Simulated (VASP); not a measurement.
The system is LiF.

```
Li F
1.0
     0.00000    1.99487    2.09462
     1.99487    0.00000    2.09462
     1.99487    1.99487    0.00000
Li F
1 1
Cartesian
  0.0000 0.0000 0.0000
  1.9949 1.9949 2.0946
```

This cell differs from its parent crystal: uniaxial z strain +5.0%.

Base run:

- Program: VASP 6.6.1
- Functional: PBE
- Potentials or basis: VASP PAW PBE potentials, release 64 (Li_sv, F)
- Cutoff: 520 eV
- k mesh: 10 × 10 × 10
- Occupations: fermi-dirac, width 0.02 eV
- Spin: no spin polarisation

Its results: band gap on the k mesh 8.84 eV, direct.

**Question.** The run is repeated on the same cell with these changes: functional from PBE to r2SCAN; occupations from fermi-dirac, width 0.02 eV to gaussian, width 0.01 eV. What comes out?

**Answer.** Band gap on the k mesh 10.00 eV, direct.

A k mesh can miss the band edges.
